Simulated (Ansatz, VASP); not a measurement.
## AlCu: VASP beside Ansatz

```
Al Cu
1.0
     3.06187    0.00000    0.00000
     0.00000    3.06187    0.00000
     0.00000    0.00000    3.06187
Al Cu
1 1
Direct
  0.00000 0.00000 0.00000
  0.50000 0.50000 0.50000
```

Alike in both runs: task single point; functional PBEsol; k mesh 12 × 12 × 12; occupations gaussian, width 0.1 eV; no spin polarisation.

```csv
,VASP,Ansatz
version,VASP 6.6.1,Ansatz 0.2.0
potentials or method,"VASP PAW PBE potentials, release 64 (Al, Cu), cutoff 520 eV","scalar-relativistic, plane waves, PAW"
valence electrons in the cell,14,22
```

```tsv
	VASP	Ansatz	Ansatz less VASP
gap on the k mesh at the Fermi level (eV)	none	none	-
pressure (GPa)	-10.3	-10.6	-0.34
```

VASP's potentials were made for PBE, not for PBEsol. A gap of «none» marks a metal or a gap that the smearing closes. The functional is the same, so the differences come from potentials, cutoffs and numerics. VASP's potentials hold 14 valence electrons a cell and Ansatz's 22, so a difference there can come from the potentials and not from the codes.
